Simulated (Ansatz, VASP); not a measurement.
Two plane-wave programs on LaH

```
CELL_PARAMETERS angstrom
0.00000 2.63929 2.64869
2.61327 0.00000 2.64869
2.61327 2.63929 0.00000
ATOMIC_POSITIONS crystal
La 0.00000 0.00000 0.00000
H 0.50000 0.50000 0.50000
```

Alike in both runs: functional PBE; k mesh 6 × 6 × 6; occupations gaussian, width 0.2 eV; no spin polarisation.

Ansatz relaxed the structure, and its values are those at the end. VASP's run is a single point on that final structure, the one shown.

```csv
,VASP,Ansatz
version,VASP 6.6.1,Ansatz 0.2.0
potentials or method,"VASP PAW PBE potentials, release 64 (La, H), cutoff 500 eV","scalar-relativistic, plane waves, PAW"
valence electrons in the cell,12,12
```

Ansatz gave:

```
gap on the k mesh at the Fermi level (eV) : none
pressure (GPa)                            : 0.1
```

Q: Which values does VASP return?

A: gap on the k mesh at the Fermi level (eV): none; pressure (GPa): 0.0.

A gap of «none» marks a metal or a gap that the smearing closes. The functional is the same, so the differences come from potentials, cutoffs and numerics.

Spin-orbit coupling is off throughout.
